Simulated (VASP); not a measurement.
# Al in VASP: single point with PBEsol

Aim: the single point of Al with PBEsol.

Everything below comes from runs of VASP 6.6.1. Logs are shortened: lines on timing, memory, paths and dates and some standing lists are left out, and cuts for length are marked.

## (1) The cell of the first run

The cell holds a slab with vacuum, 9 atoms: a = 2.836 Å, b = 2.836 Å, c = 32.644 Å, α = 90.00°, β = 90.00°, γ = 120.00°.

## (2) Single point, PBEsol

Contents of INCAR:

```
SYSTEM = Al
PREC = Accurate
ENCUT = 520
EDIFF = 1E-6
ISMEAR = 0
SIGMA = 0.1
LREAL = .False.
LASPH = .True.
NELM = 60
ALGO = Normal
ISIF = 2
LWAVE = .False.
LCHARG = .False.
LDIPOL = .True.
IDIPOL = 3
DIPOL = 0.5 0.5 0.500
GGA = PS
NBANDS = 24
```

Contents of KPOINTS:

```
Automatic mesh
0
Gamma
  12 12 1
  0 0 0
```

Contents of POSCAR:

```
Al
1.0
    2.8360890835      0.0000000000      0.0000000000
   -1.4180445418      2.4561251937      0.0000000000
    0.0000000000      0.0000000000     32.6439268992
Al
9
Direct
    0.3333333333      0.6666666667      0.2144349858
    0.0000000000      0.0000000000      0.2858262393
    0.6666666667      0.3333333333      0.3572174929
    0.0000000000      0.0000000000      0.4286087464
    0.3333333333      0.6666666667      0.4993993780
    0.0000000000      0.0000000000      0.5701602849
    0.6666666667      0.3333333333      0.6420447131
    0.0000000000      0.0000000000      0.7132699493
    0.3333333333      0.6666666667      0.7853783333
```

Potentials or basis: VASP PAW PBE potentials, release 64 (Al).

Run with:

```bash
cat potpaw_PBE.64/Al/POTCAR > POTCAR
mpirun -np 1 vasp_std > vasp.out
```

OUTCAR:

```text
SYSTEM = Al
   PREC = Accurate
   ENCUT = 520
   EDIFF = 1E-6
   ISMEAR = 0
   LREAL = .False.
   LASPH = .True.
   NELM = 60
   ISIF = 2
   GGA = PS

 ion  position               nearest neighbor table
   1  0.333  0.667  0.214-   2 2.85   2 2.85   2 2.85
   2  0.000  0.000  0.286-   1 2.85   1 2.85   1 2.85   3 2.85   3 2.85   3 2.85
   3  0.667  0.333  0.357-   4 2.85   4 2.85   4 2.85   2 2.85   2 2.85   2 2.85
   4  0.000  0.000  0.429-   5 2.83   5 2.83   5 2.83   3 2.85   3 2.85   3 2.85
   5  0.333  0.667  0.499-   6 2.83   6 2.83   6 2.83   4 2.83   4 2.83   4 2.83
   6  0.000  0.000  0.570-   5 2.83   5 2.83   5 2.83   7 2.86   7 2.86   7 2.86
   7  0.667  0.333  0.642-   8 2.84   8 2.84   8 2.84   6 2.86   6 2.86   6 2.86
   8  0.000  0.000  0.713-   7 2.84   7 2.84   7 2.84   9 2.87   9 2.87   9 2.87
   9  0.333  0.667  0.785-   8 2.87   8 2.87   8 2.87

  LATTYP: Found a hexagonal cell.
 ALAT       =     2.8360890835
 C/A-ratio  =    11.5101909489

  Lattice vectors:

 A1 = (   2.8360890835,   0.0000000000,   0.0000000000)
 A2 = (  -1.4180445418,   2.4561251937,   0.0000000000)
 A3 = (   0.0000000000,   0.0000000000,  32.6439268992)

Analysis of symmetry for initial positions (statically):
=====================================================================
 Subroutine PRICEL returns:
 Original cell was already a primitive cell.

 Routine SETGRP: Setting up the symmetry group for a
 hexagonal supercell.

 Subroutine GETGRP returns: Found  6 space group operations
 (whereof  6 operations were pure point group operations)
 out of a pool of 24 trial point group operations.

The static configuration has the point symmetry C_3v.

Analysis of symmetry for dynamics (positions and initial velocities):
=====================================================================
 Subroutine PRICEL returns:
 Original cell was already a primitive cell.

 Routine SETGRP: Setting up the symmetry group for a
 hexagonal supercell.

 Subroutine GETGRP returns: Found  6 space group operations
 (whereof  6 operations were pure point group operations)
 out of a pool of 24 trial point group operations.

The dynamic configuration has the point symmetry C_3v.

 Subroutine INISYM returns: Found  6 space group operations
 (whereof  6 operations are pure point group operations),
 and found     1 'primitive' translations

----------------------------------------------------------------------------------------

                                     Primitive cell

  volume of cell :     227.3907

  direct lattice vectors                    reciprocal lattice vectors
     2.836089084  0.000000000  0.000000000     0.352598233  0.203572685  0.000000000
    -1.418044542  2.456125194  0.000000000     0.000000000  0.407145370  0.000000000
     0.000000000  0.000000000 32.643926899     0.000000000  0.000000000  0.030633569

  length of vectors
     2.836089084  2.836089084 32.643926899     0.407145370  0.407145370  0.030633569

  position of ions in fractional coordinates (direct lattice)
     0.333333333  0.666666667  0.214434986
     0.000000000  0.000000000  0.285826239
     0.666666667  0.333333333  0.357217493
     0.000000000  0.000000000  0.428608746
     0.333333333  0.666666667  0.499399378
     0.000000000  0.000000000  0.570160285
     0.666666667  0.333333333  0.642044713
     0.000000000  0.000000000  0.713269949
     0.333333333  0.666666667  0.785378333

  ion indices of the primitive-cell ions
   primitive index   ion index
                 1           1
                 2           2
                 3           3
                 4           4
                 5           5
                 6           6
                 7           7
                 8           8
                 9           9

----------------------------------------------------------------------------------------

 KPOINTS: Automatic mesh

Automatic generation of k-mesh.
 Grid dimensions read from file:
 generate k-points for:   12   12    1

 Generating k-lattice:

  Cartesian coordinates                     Fractional coordinates (reciprocal lattice)
     0.029383186  0.016964390  0.000000000     0.083333333 -0.000000000  0.000000000
     0.000000000  0.033928781  0.000000000     0.000000000  0.083333333  0.000000000
     0.000000000  0.000000000  0.030633569     0.000000000  0.000000000  1.000000000

  Length of vectors
     0.033928781  0.033928781  0.030633569

  Shift w.r.t. Gamma in fractional coordinates (k-lattice)
     0.000000000  0.000000000  0.000000000

 Subroutine IBZKPT returns following result:
 ===========================================

 Found     19 irreducible k-points:

 Following reciprocal coordinates:
            Coordinates               Weight
  0.000000  0.000000  0.000000      1.000000
  0.083333 -0.000000  0.000000      6.000000
  0.166667 -0.000000  0.000000      6.000000
  0.250000 -0.000000  0.000000      6.000000
  0.333333 -0.000000  0.000000      6.000000
  0.416667 -0.000000  0.000000      6.000000
[... 11 lines left out ...]
  0.333333  0.250000  0.000000     12.000000
  0.333333  0.333333  0.000000      2.000000
   k-points           NKPTS =     19   k-points in BZ     NKDIM =     19   number of bands    NBANDS=     24
   number of dos      NEDOS =    301   number of ions     NIONS =      9
   total plane-waves  NPLWV = 144000
   dimension x,y,z NGX =    24 NGY =   24 NGZ =  250
   dimension x,y,z NGXF=    48 NGYF=   48 NGZF=  500
   ions per type =               9
   NGX,Y,Z   is equivalent  to a cutoff of  14.07, 14.07, 12.73 a.u.
   NGXF,Y,Z  is equivalent  to a cutoff of  28.14, 28.14, 25.46 a.u.
 SYSTEM =  Al
   PREC   = accura    normal or accurate (medium, high low for compatibility)
   ISTART =      0    job   : 0-new  1-cont  2-samecut
   ICHARG =      2    charge: 1-file 2-atom 10-const
   ISPIN  =      1    spin polarized calculation?
   LNONCOLLINEAR =      F non collinear calculations
   LSORBIT =      F    spin-orbit coupling
   LASPH  =      T    aspherical Exc in radial PAW
   ENCUT  =  520.0 eV  38.22 Ry    6.18 a.u.   5.27  5.27 60.70*2*pi/ulx,y,z
   NELM   =     60;   NELMIN=  2; NELMDL= -5     # of ELM steps
   EDIFF  = 0.1E-05   stopping-criterion for ELM
   LREAL  =      F    real-space projection
   EDIFFG = 0.1E-04   stopping-criterion for IOM
   NSW    =      0    number of steps for IOM
   IBRION =     -1    ionic relax: 0-MD 1-quasi-New 2-CG
   NFREE  =      0    steps in history (QN), initial steepest desc. (CG)
   ISIF   =      2    stress and relaxation
   ISYM   =      2    0-nonsym 1-usesym 2-fastsym
   POTIM  = 0.5000    time-step for ionic-motion
   TEBEG  =    0.0;   TEEND  =   0.0 temperature during run
   PSTRESS=    0.0 pullay stress
   NELECT =      27.0000    total number of electrons
   NUPDOWN=      -1.0000    fix difference up-down
   EMIN   =  10.00;   EMAX   =-10.00  energy-range for DOS
   EFERMI =   0.00;   METHOD = LEGACY
   ISMEAR =     0;   SIGMA  =   0.10  broadening in eV -4-tet -1-fermi 0-gaus
   EFERMI_NEDOS =   21; number of points for ismear=-14 and -15
   IALGO  =     38    algorithm
   IMIX   =      4    mixing-type and parameters
     AMIX     =   0.40;   BMIX     =  1.00
     AMIX_MAG =   1.60;   BMIX_MAG =  1.00
  volume/ion in A,a.u.               =      25.27       170.50
  Fermi-wavevector in a.u.,A,eV,Ry     =   0.804647  1.520562  8.809175  0.647456
  Thomas-Fermi vector in A             =   1.912742
   LORBIT       =      0    0 simple, 1 ext, 2 COOP (PROOUT), +10 PAW based schemes
   GGA     = PS    functional components
   LHFCALC =     F    Hartree Fock is set to
   AEXX    =    0.0000 exact exchange contribution
   IVDW    =     0    specifies the selected vdW correction
   LEPSILON=     F    determine dielectric tensor
   LRPA    =     F    only Hartree local field effects (RPA)
 non-spin polarized calculation
 Gauss-broadening in eV      SIGMA  =   0.10
  energy-cutoff  :      520.00
  volume of cell :      227.39
 maximum number of plane-waves:      6164
 NGX is ok and might be reduce to    24
   NGX = 11   NGY = 11   NGZ =121

 dipolmoment           0.000000      0.000000      0.000981 electrons x Angstroem

 number of electron      27.0000000 magnetization

 dipolmoment           0.000000      0.000000     -0.000325 electrons x Angstroem

 Free energy of the ion-electron system (eV)
  ---------------------------------------------------
  ext. energy  EPLUGINS =         0.00000000
  ---------------------------------------------------
  free energy    TOTEN  =       -35.91796633 eV

  energy without entropy =      -35.89435243  energy(sigma->0) =      -35.90615938

 E-fermi :   3.7484     XC(G=0):  -7.1836

 val. band max:        3.7334020872   @ k =   0.1667   0.0833   0.0000
 cond. band min:       3.7502077801   @ k =   0.4167  -0.0000   0.0000
 fundamental gap:      0.0168056928
 Fermi energy:         3.7483695437

 k-point     1 :       0.0000    0.0000    0.0000
  band No.  band energies     occupation
      1      -7.3800      2.00000
      2      -7.1248      2.00000
      3      -6.7532      2.00000
      4      -6.2097      2.00000
      5      -5.5407      2.00000
      6      -4.7372      2.00000
[... 16 lines left out ...]
     23      14.1180      0.00000
     24      14.7177      0.00000

 k-point     2 :       0.0833   -0.0000    0.0000
  band No.  band energies     occupation
      1      -7.2099      2.00000
      2      -6.9549      2.00000
      3      -6.5838      2.00000
      4      -6.0408      2.00000
      5      -5.3725      2.00000
      6      -4.5698      2.00000
[... 16 lines left out ...]
     23      12.3798      0.00000
     24      12.6570      0.00000
[... 430 lines left out ...]
     23       5.6041      0.00000
     24       5.8581      0.00000

 k-point    19 :       0.3333    0.3333    0.0000
  band No.  band energies     occupation
      1       0.4534      2.00000
      2       0.5815      2.00000
      3       0.5837      2.00000
      4       0.6982      2.00000
      5       0.7890      2.00000
      6       0.8311      2.00000
[... 16 lines left out ...]
     23       5.2620      0.00000
     24       5.4453      0.00000

------------------------ aborting loop because EDIFF is reached ----------------------------------------

 vacuum level on the upper side and lower side of the slab       (xc-potential included)        -0.160        -0.159

  FORCE on cell =-STRESS in cart. coord.  units (eV):
  Direction    XX          YY          ZZ          XY          YZ          ZX
  --------------------------------------------------------------------------------------
  -------------------------------------------------------------------------------------
  Total       -1.1026325     -1.1026325      0.1600570      0.0000000      0.0000000      0.0000000
  in kB       -7.7690625     -7.7690625      1.1277491      0.0000000      0.0000000      0.0000000
  external PRESSURE =      -4.8034587 kB  Pullay stress =       0.0000000 kB

 VOLUME and BASIS-vectors are now :
 -----------------------------------------------------------------------------
  energy-cutoff  :      520.00
  volume of cell :      227.39
      direct lattice vectors                 reciprocal lattice vectors
     2.836089084  0.000000000  0.000000000     0.352598233  0.203572685  0.000000000
    -1.418044542  2.456125194  0.000000000     0.000000000  0.407145370  0.000000000
     0.000000000  0.000000000 32.643926899     0.000000000  0.000000000  0.030633569

 POSITION                                       TOTAL-FORCE (eV/Angst)
 -----------------------------------------------------------------------------------
     -0.00000      1.63742      7.00000        -0.000000      0.000000     -0.053821
      0.00000      0.00000      9.33049        -0.000000      0.000000      0.063792
      1.41804      0.81871     11.66098        -0.000000      0.000000     -0.043064
      0.00000      0.00000     13.99147        -0.000000      0.000000      0.032476
     -0.00000      1.63742     16.30236        -0.000000     -0.000000     -0.002754
      0.00000      0.00000     18.61227         0.000000      0.000000      0.008313
      1.41804      0.81871     20.95886         0.000000      0.000000     -0.007871
      0.00000      0.00000     23.28393         0.000000     -0.000000      0.011166
     -0.00000      1.63742     25.63783         0.000000     -0.000000     -0.008237
 -----------------------------------------------------------------------------------
    total drift:                                0.000000     -0.000000      0.000005

  FREE ENERGIE OF THE ION-ELECTRON SYSTEM (eV)
  ---------------------------------------------------
  free  energy   TOTEN  =       -35.9179663337 eV

  energy  without entropy=      -35.8943524313  energy(sigma->0) =      -35.90615938

 vacuum level on the upper side and lower side of the slab         7.736         7.737
```

It took 3 min on 1 thread of Intel Xeon 6975P-C (Granite Rapids), shared host; peak memory 0.37 GiB.

What came out:

- Free energy: -35.9180 eV
- Largest force: 0.064 eV/Å
- Band gap on the k mesh: zero (an odd number of electrons rules out a gap without spin polarisation)

Forces on the atoms (eV/Å):
```
Al   0.000  0.000 -0.054
Al   0.000  0.000  0.064
Al   0.000  0.000 -0.043
Al   0.000  0.000  0.032
Al   0.000  0.000 -0.003
Al   0.000  0.000  0.008
Al   0.000  0.000 -0.008
Al   0.000  0.000  0.011
Al   0.000  0.000 -0.008
```

Levels at points of the mesh, in eV from the Fermi level:
```tsv
k point	band 10	band 11	band 12	band 13	band 14	band 15	band 16	band 17
(0.00, 0.00, 0.00)	-4.03	-2.56	-1.09	0.43	1.90	3.13	4.07	4.25
(0.50, 0.00, 0.00)	-3.04	-2.62	-2.47	-1.89	-1.27	-0.55	-0.45	0.61
```

Caveat: the PAW data sets were made with another functional, which shifts forces and pressure a little.
